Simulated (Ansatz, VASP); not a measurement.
# BiTe in VASP and in Ansatz

File INCAR:

```
PREC     = Accurate       # precision mode
ENCUT    = 500            # plane-wave cutoff, eV
EDIFF    = 1E-6           # SCF threshold, eV
ISMEAR   = 0              # smearing method
SIGMA    = 0.1            # smearing width, eV
LREAL    = False          # projectors in reciprocal space
LASPH    = True           # aspherical terms in the spheres
NELM     = 120            # most SCF steps
ALGO     = Normal         # electronic algorithm
ISIF     = 2              # what is computed and relaxed
LWAVE    = False          # write WAVECAR
LCHARG   = False          # write CHGCAR
GGA      = PE             # functional
IVDW     = 12             # dispersion correction
NBANDS   = 18             # bands
GGA_COMPAT= False
```

Contents of KPOINTS:

```
Automatic mesh
0
Gamma
  6 6 6
```

File POSCAR:

```
BiTe
1.0
    2.4227077728      1.3987509848      3.3172919545
   -2.4227077728      1.3987509848      3.3172919545
    0.0000000000     -2.7975019696      3.3172919545
Bi Te
1 1
Direct
    0.5000000000      0.5000000000      0.5000000000
    0.0000000000      0.0000000000      0.0000000000
```

Input for Ansatz:

```yaml
crystal:
  lattice:
    - [2.4227077728, 1.3987509848, 3.3172919545]
    - [-2.4227077728, 1.3987509848, 3.3172919545]
    - [0.0, -2.7975019696, 3.3172919545]
  atoms:
    - { symbol: Bi, position: [0.5, 0.5, 0.5] }
    - { symbol: Te, position: [0.0, 0.0, 0.0] }
basis:
  ecutwfc: 420
kpoints:
  mp_grid: { grid: [6, 6, 6] }
hamiltonian:
  xc: pbe
  dispersion: d3bj
scf:
  occupations: { method: gaussian, width: 0.1 }
  mixing: { algorithm: anderson }
  initial_density: { chi_scale: 0, normalization: atom }
  max_iter: 87
output:
  forces: true
  stress: true
  eigenvalues: true
```

Alike in both runs: task single point; functional PBE; dispersion D3(BJ); k mesh 6 × 6 × 6; occupations gaussian, width 0.1 eV; no spin polarisation.

```csv
,VASP,Ansatz
version,VASP 6.6.1,Ansatz 0.2.0
potentials or method,"VASP PAW PBE potentials, release 64 (Bi_d, Te), cutoff 500 eV","scalar-relativistic, plane waves, PAW"
valence electrons in the cell,21,31
```

```tsv
	VASP	Ansatz	Ansatz less VASP
gap on the k mesh at the Fermi level (eV)	none	none	-
pressure (GPa)	-2.4	-2.3	+0.06
traceless stress, the component that is largest in VASP (GPa)	-0.16	-0.16	-0.002
```

A gap of «none» marks a metal or a gap that the smearing closes. VASP's potentials hold 21 valence electrons a cell and Ansatz's 31, so a difference there can come from the potentials and not from the codes.

Spin-orbit coupling is off throughout.
